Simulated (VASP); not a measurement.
# Cd2S (P3m1) in VASP: a series of runs, part 2 of 2

VASP 6.6.1. Earlier steps stand in the parts before.

## Step 4: Single point, r2SCAN

This run uses another cell than the first one, of 26.33 Å³/atom, 0.980 times its volume.

POSCAR

```
Cd2S
1.0
    3.9626700490      0.0000000000      0.0000000000
   -1.9813350245      3.4317729293      0.0000000000
    0.0000000000      0.0000000000      5.8091920000
Cd S
2 1
Direct
    0.3333333333      0.6666666667      0.9327170000
    0.6666666667      0.3333333333      0.5787350000
    0.3333333333      0.6666666667      0.3657050000
```

INCAR.step1

```
SYSTEM = Cd2S
PREC = Accurate
ENCUT = 520
ISMEAR = -1
SIGMA = 0.05
LREAL = .FALSE.
LASPH = .TRUE.
NELM = 100
NBANDS = 22
GGA = PE
ALGO = Normal
EDIFF = 1E-4
LWAVE = .TRUE.
LCHARG = .FALSE.
```

INCAR.step2

```
SYSTEM = Cd2S
PREC = Accurate
ENCUT = 520
EDIFF = 1E-7
ISMEAR = -1
SIGMA = 0.05
LREAL = .FALSE.
LASPH = .TRUE.
NELM = 100
ALGO = Normal
ISIF = 2
LWAVE = .FALSE.
LCHARG = .FALSE.
METAGGA = R2SCAN
LMIXTAU = .TRUE.
NBANDS = 22
ISTART = 1
```

KPOINTS

```
Automatic mesh
0
G
  5 5 3
  0 0 0
```

Run with:

```bash
$ cat potpaw_PBE.64/Cd/POTCAR potpaw_PBE.64/S/POTCAR > POTCAR
$ cp INCAR.step1 INCAR
$ mpirun -np 1 vasp_std > vasp.out
$ cp INCAR.step2 INCAR
$ mpirun -np 1 vasp_std > vasp.out
```

Run time: 3.6 min. Hardware: 1 thread of Intel Xeon 8259CL, shared host; peak memory 0.21 GiB.

The run converged. Its results:

* Free energy: -49.0571 eV
* Pressure: -1.7 GPa
* Largest force: 0.013 eV/Å
* Band gap on the k mesh: 1.23 eV, indirect (least direct gap 1.51 eV)

Forces on the atoms (eV/Å):
```
Cd   0.000  0.000  0.002
Cd   0.000  0.000  0.011
S    0.000  0.000 -0.013
```

Stress tensor (GPa, compression positive):
```
-1.51  0.00  0.00
 0.00 -1.51  0.00
 0.00  0.00 -1.93
```

Levels at points of the mesh, in eV from the valence-band top:
```csv
k point,band 12,band 13,band 14,band 15,band 16,band 17,band 18,band 19
"(0.00, 0.00, 0.00)",-4.20,-3.41,-0.47,-0.47,3.98,5.78,7.59,7.59
```

Caveat: the PAW data sets were made with another functional, which shifts forces and pressure a little. A k mesh can miss the band edges.

## Step 5: Single point, PBEsol

This run uses another cell than the first one, of 27.91 Å³/atom, 1.039 times its volume.

INCAR

```
SYSTEM = Cd2S
PREC = Accurate ; ENCUT = 520
EDIFF = 1E-7 ; ISMEAR = -1
SIGMA = 0.05 ; LREAL = .False.
LASPH = .True. ; NELM = 100
ALGO = Normal ; ISIF = 2
LWAVE = .False. ; LCHARG = .False.
GGA = PS ; NBANDS = 22
```

KPOINTS

```
Automatic mesh
0
Gamma
  7 7 4
  0 0 0
```

POSCAR

```
Cd2S
1.0
    4.0403891930      0.0000000000      0.0000000000
   -2.0201945965      3.4990796824      0.0000000000
    0.0000000000      0.0000000000      5.9231266511
Cd S
2 1
Direct
    0.3333333333      0.6666666667      0.9327170000
    0.6666666667      0.3333333333      0.5787350000
    0.3333333333      0.6666666667      0.3657050000
```

Potentials or basis: VASP PAW PBE potentials, release 64 (Cd, S).

Run with:

```bash
$ cat potpaw_PBE.64/Cd/POTCAR potpaw_PBE.64/S/POTCAR > POTCAR
$ mpirun -np 1 vasp_std > vasp.out
```

OUTCAR:

```text
SYSTEM = Cd2S
   PREC = Accurate
   ENCUT = 520
   EDIFF = 1E-7
   ISMEAR = -1
   LREAL = .False.
   LASPH = .True.
   NELM = 100
   ISIF = 2
   GGA = PS

 ion  position               nearest neighbor table
   1  0.333  0.667  0.933-   3 2.56   2 3.14   2 3.14   2 3.14
   2  0.667  0.333  0.579-   3 2.65   3 2.65   3 2.65   1 3.14   1 3.14   1 3.14
   3  0.333  0.667  0.366-   1 2.56   2 2.65   2 2.65   2 2.65

  LATTYP: Found a hexagonal cell.
 ALAT       =     4.0403891930
 C/A-ratio  =     1.4659792332

  Lattice vectors:

 A1 = (   4.0403891930,   0.0000000000,   0.0000000000)
 A2 = (  -2.0201945965,   3.4990796824,   0.0000000000)
 A3 = (   0.0000000000,   0.0000000000,   5.9231266511)

Analysis of symmetry for initial positions (statically):
=====================================================================
 Subroutine PRICEL returns:
 Original cell was already a primitive cell.

 Routine SETGRP: Setting up the symmetry group for a
 hexagonal supercell.

 Subroutine GETGRP returns: Found  6 space group operations
 (whereof  6 operations were pure point group operations)
 out of a pool of 24 trial point group operations.

The static configuration has the point symmetry C_3v.

Analysis of symmetry for dynamics (positions and initial velocities):
=====================================================================
 Subroutine PRICEL returns:
 Original cell was already a primitive cell.

 Routine SETGRP: Setting up the symmetry group for a
 hexagonal supercell.

 Subroutine GETGRP returns: Found  6 space group operations
 (whereof  6 operations were pure point group operations)
 out of a pool of 24 trial point group operations.

The dynamic configuration has the point symmetry C_3v.

 Subroutine INISYM returns: Found  6 space group operations
 (whereof  6 operations are pure point group operations),
 and found     1 'primitive' translations

[... 109 lines left out ...]
   EMIN   =  10.00;   EMAX   =-10.00  energy-range for DOS
   EFERMI =   0.00;   METHOD = LEGACY
   ISMEAR =    -1;   SIGMA  =   0.05  broadening in eV -4-tet -1-fermi 0-gaus
   EFERMI_NEDOS =   21; number of points for ismear=-14 and -15
   IALGO  =     38    algorithm
   IMIX   =      4    mixing-type and parameters
     AMIX     =   0.40;   BMIX     =  1.00
     AMIX_MAG =   1.60;   BMIX_MAG =  1.00
  volume/ion in A,a.u.               =      27.91       188.37
  Fermi-wavevector in a.u.,A,eV,Ry     =   1.162713  2.197209 18.393740  1.351902
  Thomas-Fermi vector in A             =   2.299271
   LORBIT       =      0    0 simple, 1 ext, 2 COOP (PROOUT), +10 PAW based schemes
   GGA     = PS    functional components
   LHFCALC =     F    Hartree Fock is set to
   AEXX    =    0.0000 exact exchange contribution
   IVDW    =     0    specifies the selected vdW correction
   LEPSILON=     F    determine dielectric tensor
   LRPA    =     F    only Hartree local field effects (RPA)
 non-spin polarized calculation
  energy-cutoff  :      520.00
  volume of cell :       83.74
 maximum number of plane-waves:      2273
 NGX is ok and might be reduce to    30
   NGX = 15   NGY = 15   NGZ = 23

 number of electron      30.0000003 magnetization

 Free energy of the ion-electron system (eV)
  ---------------------------------------------------
  ext. energy  EPLUGINS =         0.00000000
  ---------------------------------------------------
  free energy    TOTEN  =        -7.13906711 eV

  energy without entropy =       -7.13826979  energy(sigma->0) =       -7.13866845

 E-fermi :   1.0047     XC(G=0):  -9.2226

 val. band max:        0.7744134674   @ k =   0.1429   0.1429   0.5000
 cond. band min:       1.2463220405   @ k =   0.4286   0.1429   0.2500
 fundamental gap:      0.4719085731
 Fermi energy:         1.0047180219

 k-point     1 :       0.0000    0.0000    0.0000
  band No.  band energies     occupation
      1     -11.4857      2.00000
      2      -7.3807      2.00000
      3      -7.3807      2.00000
      4      -7.2845      2.00000
      5      -7.2845      2.00000
      6      -7.2174      2.00000
[... 589 lines left out ...]
     21       8.0249      0.00000
     22       9.5322      0.00000

 [... further k-points ...]
[... 5 lines left out ...]
  --------------------------------------------------------------------------------------
  -------------------------------------------------------------------------------------
  Total       -2.1664190     -2.1664190     -3.0533614      0.0000000      0.0000000      0.0000000
  in kB      -41.4500430    -41.4500430    -58.4198904      0.0000000      0.0000000      0.0000000
  external PRESSURE =     -47.1066588 kB  Pullay stress =       0.0000000 kB

 VOLUME and BASIS-vectors are now :
 -----------------------------------------------------------------------------
  energy-cutoff  :      520.00
  volume of cell :       83.74
      direct lattice vectors                 reciprocal lattice vectors
     4.040389193  0.000000000  0.000000000     0.247500909  0.142894717  0.000000000
    -2.020194597  3.499079682  0.000000000     0.000000000  0.285789433  0.000000000
     0.000000000  0.000000000  5.923126651     0.000000000  0.000000000  0.168829751

 POSITION                                       TOTAL-FORCE (eV/Angst)
 -----------------------------------------------------------------------------------
     -0.00000      2.33272      5.52460        -0.000000      0.000000      0.122753
      2.02019      1.16636      3.42792         0.000000     -0.000000     -0.301346
     -0.00000      2.33272      2.16612        -0.000000      0.000000      0.178594
 -----------------------------------------------------------------------------------
    total drift:                                0.000000     -0.000000      0.000706

  FREE ENERGIE OF THE ION-ELECTRON SYSTEM (eV)
  ---------------------------------------------------
  free  energy   TOTEN  =        -7.1390671123 eV

  energy  without entropy=       -7.1382697909  energy(sigma->0) =       -7.13866845
```

Wall time 41 s (1 thread of Intel Xeon 6975P-C, shared host); peak memory 0.21 GiB.

What came out:

```
Free energy            : -7.1391 eV
Pressure               : -4.7 GPa
Largest force          : 0.301 eV/Å
Band gap on the k mesh : 0.47 eV, indirect (least direct gap 0.73 eV)
```

Forces on the atoms (eV/Å):
```
Cd   0.000  0.000  0.123
Cd   0.000  0.000 -0.301
S    0.000  0.000  0.179
```

Levels at points of the mesh, in eV from the valence-band top:
| k point | band 13 | band 14 | band 15 | band 16 | band 17 | band 18 |
| --- | --- | --- | --- | --- | --- | --- |
| (0.00, 0.00, 0.00) | -3.45 | -0.59 | -0.59 | 3.04 | 4.89 | 6.72 |
| (0.00, 0.00, 0.50) | -0.52 | -0.52 | -0.12 | 0.99 | 4.74 | 6.30 |

Caveat: the PAW data sets were made with another functional, which shifts forces and pressure a little.

## Step 6: The runs side by side

```tsv
level	cell	k mesh	gap on the mesh (eV)	pressure (GPa)	largest force (eV/Å)
r2SCAN	a = 3.989, b = 3.989, c = 5.848 Å, angles 90.0, 90.0, 120.0°, 3 atoms	8 × 8 × 5	0.30	-2.3	0.09
r2SCAN	a = 4.015, b = 4.015, c = 5.886 Å, angles 90.0, 90.0, 120.0°, 3 atoms	8 × 8 × 5	0.31	-3.0	0.16
r2SCAN	a = 3.963, b = 3.963, c = 5.809 Å, angles 90.0, 90.0, 120.0°, 3 atoms	5 × 5 × 3	1.23	-1.7	0.01
PBEsol	a = 4.040, b = 4.040, c = 5.923 Å, angles 90.0, 90.0, 120.0°, 3 atoms	7 × 7 × 4	0.47	-4.7	0.30
```

Alike in all rows: task single point; potentials or basis VASP PAW PBE potentials, release 64 (Cd, S); no spin polarisation; cutoff (eV) 520; smearing fermi-dirac 0.05 eV.

Caveats: the PAW data sets were made with another functional, which shifts forces and pressure a little.

Total energies depend on the potentials used, so only differences within one code and one set of settings carry meaning.
